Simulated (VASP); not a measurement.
# FeO (I4/mmm) in VASP: notebook

The runs below take FeO through single point, with PBE.

Program: VASP 6.6.1. These are calculated values, not measurements. Logs are shortened: lines on timing, memory, paths and dates and some standing lists are left out, and cuts for length are marked.

## (1) The cell of the first run

Symmetry: I4/mmm, No. 139, tetragonal system. Conventional cell: a = 3.048 Å, b = 3.048 Å, c = 3.966 Å, α = 90.00°, β = 90.00°, γ = 90.00°. Within 2.6 Å of Fe (site symmetry 4/mmm) lie 6 O at 1.98 to 2.16 Å. Within 2.6 Å of O (site symmetry 4/mmm) lie 6 Fe at 1.98 to 2.16 Å.

## (2) Single point, PBE, collinear spin, ferromagnetic start (strain +0.000 along x and y, -0.080 along z)

Input file INCAR:

```
ALGO = Normal ; EDIFF = 1E-6
ENCUT = 600 ; GGA = PE
GGA_COMPAT = F ; ISIF = 2
ISMEAR = 0 ; ISPIN = 2
LASPH = T ; LCHARG = F
LMAXMIX = 4 ; LORBIT = 11
LREAL = F ; LWAVE = F
MAGMOM = 3.79 0.35 ; NBANDS = 18
NELM = 200 ; PREC = Accurate
SIGMA = 0.15
```

Input file KPOINTS:

```
k-points
0
Gamma
  20 20 20
```

Input file POSCAR:

```
FeO
1.0
    0.0000000000      2.1554000000      1.9829680000
    2.1554000000      0.0000000000      1.9829680000
    2.1554000000      2.1554000000      0.0000000000
Fe O
1 1
Direct
    0.0000000000      0.0000000000      0.0000000000
    0.5000000000      0.5000000000      0.5000000000
```

Potentials or basis: VASP PAW PBE potentials, release 64 (Fe, O).

Run with:

```console
$ cat potpaw_PBE.64/Fe/POTCAR potpaw_PBE.64/O/POTCAR > POTCAR
$ mpirun -np 1 vasp_std > vasp.out
```

OUTCAR:

```text
EDIFF = 1E-6
   ENCUT = 600
   GGA = PE
   ISIF = 2
   ISMEAR = 0
   ISPIN = 2
   LASPH = T
   LORBIT = 11
   LREAL = F
   NELM = 200
   PREC = Accurate

 ion  position               nearest neighbor table
   1  0.000  0.000  0.000-   2 1.98   2 1.98   2 2.16   2 2.16   2 2.16   2 2.16
   2  0.500  0.500  0.500-   1 1.98   1 1.98   1 2.16   1 2.16   1 2.16   1 2.16

  LATTYP: Found a body centered tetragonal cell.
 ALAT       =     3.0481959123
 C/A-ratio  =     1.3010764774

  Lattice vectors:

 A1 = (   0.0000000000,  -2.1554000000,  -1.9829680000)
 A2 = (   0.0000000000,   2.1554000000,  -1.9829680000)
 A3 = (   2.1554000000,   0.0000000000,   1.9829680000)

Analysis of symmetry for initial positions (statically):
=====================================================================
 Subroutine PRICEL returns:
 Original cell was already a primitive cell.

 Routine SETGRP: Setting up the symmetry group for a
 body centered tetragonal supercell.

 Subroutine GETGRP returns: Found 16 space group operations
 (whereof 16 operations were pure point group operations)
 out of a pool of 16 trial point group operations.

The static configuration has the point symmetry D_4h.

Analysis of symmetry for dynamics (positions and initial velocities):
=====================================================================
 Subroutine PRICEL returns:
 Original cell was already a primitive cell.

 Routine SETGRP: Setting up the symmetry group for a
 body centered tetragonal supercell.

 Subroutine GETGRP returns: Found 16 space group operations
 (whereof 16 operations were pure point group operations)
 out of a pool of 16 trial point group operations.

The dynamic configuration has the point symmetry D_4h.

Analysis of structural, dynamic, and magnetic symmetry:
=====================================================================
 Subroutine PRICEL returns:
 Original cell was already a primitive cell.

 Routine SETGRP: Setting up the symmetry group for a
 body centered tetragonal supercell.

 Subroutine GETGRP returns: Found 16 space group operations
 (whereof 16 operations were pure point group operations)
 out of a pool of 16 trial point group operations.

The overall configuration has the point symmetry D_4h.

 Subroutine INISYM returns: Found 16 space group operations
 (whereof 16 operations are pure point group operations),
 and found     1 'primitive' translations

----------------------------------------------------------------------------------------

                                     Primitive cell

  volume of cell :      18.4247

  direct lattice vectors                    reciprocal lattice vectors
     0.000000000  2.155400000  1.982968000    -0.231975503  0.231975503  0.252147286
     2.155400000  0.000000000  1.982968000     0.231975503 -0.231975503  0.252147286
     2.155400000  2.155400000  0.000000000     0.231975503  0.231975503 -0.252147286

  length of vectors
     2.928807138  2.928807138  3.048195912     0.413767474  0.413767474  0.413767474

  position of ions in fractional coordinates (direct lattice)
     0.000000000  0.000000000  0.000000000
     0.500000000  0.500000000  0.500000000

  ion indices of the primitive-cell ions
   primitive index   ion index
                 1           1
                 2           2

----------------------------------------------------------------------------------------

 KPOINTS: k-points

Automatic generation of k-mesh.
 Grid dimensions read from file:
 generate k-points for:   20   20   20

 Generating k-lattice:

  Cartesian coordinates                     Fractional coordinates (reciprocal lattice)
    -0.011598775  0.011598775  0.012607364     0.050000000  0.000000000  0.000000000
     0.011598775 -0.011598775  0.012607364     0.000000000  0.050000000  0.000000000
     0.011598775  0.011598775 -0.012607364    -0.000000000 -0.000000000  0.050000000

  Length of vectors
     0.020688374  0.020688374  0.020688374

  Shift w.r.t. Gamma in fractional coordinates (k-lattice)
     0.000000000  0.000000000  0.000000000

 Subroutine IBZKPT returns following result:
 ===========================================

 Found    641 irreducible k-points:

 Following reciprocal coordinates:
            Coordinates               Weight
  0.000000  0.000000  0.000000      1.000000
  0.050000  0.000000  0.000000      8.000000
  0.100000  0.000000  0.000000      8.000000
  0.150000  0.000000  0.000000      8.000000
  0.200000  0.000000  0.000000      8.000000
  0.250000  0.000000  0.000000      8.000000
[... 16 lines left out ...]
 -0.400000  0.050000  0.000000      8.000000
 -0.350000  0.050000  0.000000      8.000000
 [... further k-points ...]
   k-points           NKPTS =    641   k-points in BZ     NKDIM =    641   number of bands    NBANDS=     18
   number of dos      NEDOS =    301   number of ions     NIONS =      2
   total plane-waves  NPLWV =  13824
   dimension x,y,z NGX =    24 NGY =   24 NGZ =   24
   dimension x,y,z NGXF=    48 NGYF=   48 NGZF=   48
   ions per type =               1   1
   NGX,Y,Z   is equivalent  to a cutoff of  13.62, 13.62, 13.09 a.u.
   NGXF,Y,Z  is equivalent  to a cutoff of  27.25, 27.25, 26.18 a.u.
 SYSTEM =  unknown system
   PREC   = accura    normal or accurate (medium, high low for compatibility)
   ISTART =      0    job   : 0-new  1-cont  2-samecut
   ICHARG =      2    charge: 1-file 2-atom 10-const
   ISPIN  =      2    spin polarized calculation?
   LNONCOLLINEAR =      F non collinear calculations
   LSORBIT =      F    spin-orbit coupling
   LASPH  =      T    aspherical Exc in radial PAW
   ENCUT  =  600.0 eV  44.10 Ry    6.64 a.u.   5.85  5.85  6.09*2*pi/ulx,y,z
   NELM   =    200;   NELMIN=  2; NELMDL= -5     # of ELM steps
   EDIFF  = 0.1E-05   stopping-criterion for ELM
   LREAL  =      F    real-space projection
   EDIFFG = 0.1E-04   stopping-criterion for IOM
   NSW    =      0    number of steps for IOM
   IBRION =     -1    ionic relax: 0-MD 1-quasi-New 2-CG
   NFREE  =      0    steps in history (QN), initial steepest desc. (CG)
   ISIF   =      2    stress and relaxation
   ISYM   =      2    0-nonsym 1-usesym 2-fastsym
   POTIM  = 0.5000    time-step for ionic-motion
   TEBEG  =    0.0;   TEEND  =   0.0 temperature during run
   PSTRESS=    0.0 pullay stress
   NELECT =      14.0000    total number of electrons
   NUPDOWN=      -1.0000    fix difference up-down
   EMIN   =  10.00;   EMAX   =-10.00  energy-range for DOS
   EFERMI =   0.00;   METHOD = LEGACY
   ISMEAR =     0;   SIGMA  =   0.15  broadening in eV -4-tet -1-fermi 0-gaus
   EFERMI_NEDOS =   21; number of points for ismear=-14 and -15
   IALGO  =     38    algorithm
   IMIX   =      4    mixing-type and parameters
     AMIX     =   0.40;   BMIX     =  1.00
     AMIX_MAG =   1.60;   BMIX_MAG =  1.00
  volume/ion in A,a.u.               =       9.21        62.17
  Fermi-wavevector in a.u.,A,eV,Ry     =   1.493885  2.823032 30.363998  2.231691
  Thomas-Fermi vector in A             =   2.606228
   LORBIT       =     11    0 simple, 1 ext, 2 COOP (PROOUT), +10 PAW based schemes
   GGA     = PE    functional components
   LHFCALC =     F    Hartree Fock is set to
   AEXX    =    0.0000 exact exchange contribution
   IVDW    =     0    specifies the selected vdW correction
   LEPSILON=     F    determine dielectric tensor
   LRPA    =     F    only Hartree local field effects (RPA)
 spin polarized calculation
 Gauss-broadening in eV      SIGMA  =   0.15
  energy-cutoff  :      600.00
  volume of cell :       18.42
 maximum number of plane-waves:       632
   NGX = 11   NGY = 11   NGZ = 13

 number of electron      14.0000005 magnetization       3.8713920

 Free energy of the ion-electron system (eV)
  ---------------------------------------------------
  ext. energy  EPLUGINS =         0.00000000
  ---------------------------------------------------
  free energy    TOTEN  =       -14.79609446 eV

  energy without entropy =      -14.77793838  energy(sigma->0) =      -14.78701642

 E-fermi :   7.1483     XC(G=0): -12.6267

 val. band max:        7.1479222841   @ k =  -0.3500   0.0500   0.2000
 cond. band min:       7.1484084518   @ k =   0.2000   0.0000   0.2000
 fundamental gap:      0.0004861678
 Fermi energy:         7.1483350341

 spin component 1

 k-point     1 :       0.0000    0.0000    0.0000
  band No.  band energies     occupation
      1     -14.3779      1.00000
      2       2.8442      1.00000
      3       3.0221      1.00000
      4       3.0221      1.00000
      5       3.1050      1.00000
      6       3.1050      1.00000
[... 10 lines left out ...]
     17      30.4052      0.00000
     18      31.8563      0.00000
[... 463 lines left out ...]
 k-point    24 :      -0.3500    0.0500    0.0000
  band No.  band energies     occupation
      1     -13.2668      1.00000
      2      -1.6054      1.00000
      3       0.2225      1.00000
      4       0.2723      1.00000
      5       3.9973      1.00000
      6       4.0623      1.00000
[... 10 lines left out ...]
     17      32.9694      0.00000
     18      36.7438      0.00000

 [... further k-points ...]

 spin component 2

 k-point     1 :       0.0000    0.0000    0.0000
  band No.  band energies     occupation
      1     -13.8505      1.00000
      2       3.3160      1.00000
      3       3.6191      1.00000
      4       3.6191      1.00000
      5       6.1389      1.00000
      6       6.1389      1.00000
[... 10 lines left out ...]
     17      31.5817      0.00000
     18      33.4483      0.00000
[... 463 lines left out ...]
 k-point    24 :      -0.3500    0.0500    0.0000
  band No.  band energies     occupation
      1     -12.7249      1.00000
      2      -0.8559      1.00000
      3       1.5415      1.00000
      4       1.6980      1.00000
      5       7.2529      0.16212
      6       7.3400      0.03538
[... 10 lines left out ...]
     17      33.6204      0.00000
     18      37.3185      0.00000

 [... further k-points ...]

------------------------ aborting loop because EDIFF is reached ----------------------------------------

  FORCE on cell =-STRESS in cart. coord.  units (eV):
  Direction    XX          YY          ZZ          XY          YZ          ZX
  --------------------------------------------------------------------------------------
  -------------------------------------------------------------------------------------
  Total        1.5482078      1.5482078      3.6217576      0.0000000     -0.0000000      0.0000000
  in kB      134.6289250    134.6289250    314.9404955      0.0000000     -0.0000000      0.0000000
  external PRESSURE =     194.7327818 kB  Pullay stress =       0.0000000 kB

 VOLUME and BASIS-vectors are now :
 -----------------------------------------------------------------------------
  energy-cutoff  :      600.00
  volume of cell :       18.42
      direct lattice vectors                 reciprocal lattice vectors
     0.000000000  2.155400000  1.982968000    -0.231975503  0.231975503  0.252147286
     2.155400000  0.000000000  1.982968000     0.231975503 -0.231975503  0.252147286
     2.155400000  2.155400000  0.000000000     0.231975503  0.231975503 -0.252147286

 POSITION                                       TOTAL-FORCE (eV/Angst)
 -----------------------------------------------------------------------------------
      0.00000      0.00000      0.00000         0.000000     -0.000000      0.000000
      2.15540      2.15540      1.98297        -0.000000      0.000000     -0.000000
 -----------------------------------------------------------------------------------
    total drift:                                0.000000     -0.000000      0.000000

  FREE ENERGIE OF THE ION-ELECTRON SYSTEM (eV)
  ---------------------------------------------------
  free  energy   TOTEN  =       -14.7960944648 eV

  energy  without entropy=      -14.7779383793  energy(sigma->0) =      -14.78701642

 total charge

# of ion       s       p       d       tot
------------------------------------------
    1        0.320   0.430   6.175   6.925
    2        1.556   3.484   0.000   5.040
--------------------------------------------------
tot          1.876   3.914   6.175  11.965

 magnetization (x)

# of ion       s       p       d       tot
------------------------------------------
    1        0.031   0.023   3.450   3.504
    2        0.032   0.261   0.000   0.293
--------------------------------------------------
tot          0.063   0.283   3.450   3.797
```

Run time: 2.7 min. Hardware: 1 thread of Intel Xeon 6975P-C (Granite Rapids), shared host; peak memory 0.46 GiB.

Results:

```yaml
Free_energy: -14.7961 eV
Pressure: 19.5 GPa
Net_moment: 3.87 μB per cell
Site_moments: Fe +3.50; O +0.29 μB
Valence_electrons_inside_the_program's_atomic_spheres: Fe 6.92; O 5.04
```

Stress tensor (GPa, compression positive):
```
13.46  0.00  0.00
 0.00 13.46  0.00
 0.00  0.00 31.49
```

Caveat: the cell differs from its parent crystal (strain +0.000 along x and y, -0.080 along z); the stress differs along the axes, from 13 to 31 GPa; a cell with one magnetic atom can't hold antiferromagnetic order, which such compounds often take; semilocal functionals often make such compounds metallic where correlation or magnetic order opens a gap, which also shifts bond lengths.

## (3) Single point, PBE, collinear spin, ferromagnetic start (strain +0.040 along x and y, -0.080 along z)

Input file INCAR:

```
SYSTEM = FeO
PREC     = Accurate       ! precision mode
ENCUT    = 600            ! plane-wave cutoff, eV
EDIFF    = 1E-6           ! SCF threshold, eV
ISMEAR   = 0              ! smearing method
SIGMA    = 0.15           ! smearing width, eV
LREAL    = .FALSE.        ! projectors in reciprocal space
LASPH    = .TRUE.         ! aspherical terms in the spheres
NELM     = 200            ! most SCF steps
ALGO     = Normal         ! electronic algorithm
ISIF     = 2              ! what is computed and relaxed
LWAVE    = .FALSE.        ! write WAVECAR
LCHARG   = .FALSE.        ! write CHGCAR
ISPIN    = 2              ! spin polarisation
MAGMOM   = 3.79 0.35      ! initial moments
LORBIT   = 11             ! projections on sites
LMAXMIX  = 4              ! l up to which the mixer works
GGA      = PE             ! functional
NBANDS   = 18             ! bands
GGA_COMPAT= .FALSE.
```

Input file KPOINTS:

```
Automatic mesh
0
G
  20 20 20
  0 0 0
```

Input file POSCAR:

```
FeO
1.0
    0.0000000000      2.2416160000      1.9829680000
    2.2416160000      0.0000000000      1.9829680000
    2.2416160000      2.2416160000      0.0000000000
Fe O
1 1
Direct
    0.0000000000      0.0000000000      0.0000000000
    0.5000000000      0.5000000000      0.5000000000
```

Potentials or basis: VASP PAW PBE potentials, release 64 (Fe, O).

Run with:

```console
$ cat potpaw_PBE.64/Fe/POTCAR potpaw_PBE.64/O/POTCAR > POTCAR
$ mpirun -np 1 vasp_std > vasp.out
```

It took 4.3 min on 1 thread of Intel Xeon Platinum 8488C (Sapphire Rapids), shared host; peak memory 0.51 GiB.

The run converged. Its results:

```yaml
Free_energy: -14.8560 eV
Pressure: 5.5 GPa
Net_moment: 3.96 μB per cell
Site_moments: Fe +3.57; O +0.30 μB
Valence_electrons_inside_the_program's_atomic_spheres: Fe 6.81; O 5.01
```

Stress tensor (GPa, compression positive):
```
-0.21  0.00  0.00
 0.00 -0.21  0.00
 0.00  0.00 16.91
```

Levels at points of the mesh, in eV from the Fermi level:
Spin up:
| k point | band 5 | band 6 | band 7 | band 8 | band 9 | band 10 | band 11 | band 12 | band 13 | band 14 |
| --- | --- | --- | --- | --- | --- | --- | --- | --- | --- | --- |
| (0.00, 0.00, 0.00) | -3.81 | -3.81 | -3.81 | -3.67 | -3.45 | 0.44 | 15.70 | 17.23 | 17.23 | 17.33 |
| (0.50, 0.00, 0.00) | -3.03 | -2.93 | -2.34 | -0.74 | 0.19 | 4.02 | 8.62 | 11.31 | 14.41 | 19.38 |
| (0.50, 0.50, 0.00) | -4.68 | -3.19 | -2.78 | -2.78 | -2.48 | 5.63 | 9.77 | 9.86 | 13.83 | 13.83 |
| (0.50, 0.00, 0.50) | -4.57 | -3.38 | -2.77 | -2.70 | -2.64 | 5.49 | 8.19 | 11.47 | 14.30 | 16.26 |
Spin down:
| k point | band 1 | band 2 | band 3 | band 4 | band 5 | band 6 | band 7 | band 8 | band 9 | band 10 |
| --- | --- | --- | --- | --- | --- | --- | --- | --- | --- | --- |
| (0.00, 0.00, 0.00) | -20.35 | -3.66 | -3.19 | -3.19 | -0.86 | -0.86 | -0.49 | -0.43 | 0.03 | 1.83 |
| (0.50, 0.00, 0.00) | -19.12 | -8.12 | -5.48 | -5.20 | 0.19 | 0.67 | 0.80 | 2.36 | 3.19 | 4.52 |
| (0.50, 0.50, 0.00) | -19.04 | -6.72 | -4.76 | -4.76 | -2.23 | 0.78 | 0.78 | 0.89 | 1.32 | 6.96 |
| (0.50, 0.00, 0.50) | -19.25 | -7.04 | -4.76 | -3.96 | -2.02 | 0.48 | 0.52 | 0.89 | 1.28 | 6.86 |

Caveat: the cell differs from its parent crystal (strain +0.040 along x and y, -0.080 along z); the stress differs along the axes, from -0 to 17 GPa; a cell with one magnetic atom can't hold antiferromagnetic order, which such compounds often take; semilocal functionals often make such compounds metallic where correlation or magnetic order opens a gap, which also shifts bond lengths.

(Part 1 of 2 ends here.)
